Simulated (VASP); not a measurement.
Runs of VASP 6.6.1 on SiC (Moissanite 3C). The structure is that of space group F-43m (No. 216), or close to it. The cells are those of the table. 

```tsv
cell	gap on the mesh (eV)	pressure (GPa)
a = 3.040 Å, angles 60.0°, 2 atoms	1.57	(b)
a = 3.122 Å, angles 60.0°, 2 atoms	1.62	-5.0
a = 3.061 Å, angles 60.0°, 2 atoms	1.58	8.0
a = 3.082 Å, angles 60.0°, 2 atoms	1.59	3.2
a = 3.102 Å, angles 60.0°, 2 atoms	(c)	(a)
```

Alike in all rows: task single point; level PBE; potentials or basis VASP PAW PBE potentials, release 64 (Si, C); no spin polarisation; k mesh 7 × 7 × 7; cutoff (eV) 520; smearing gaussian 0.01 eV.

Task: Estimate the missing entries.

Result: (a) -1.1; (b) 13.2; (c) 1.61.

A k mesh can miss the band edges.
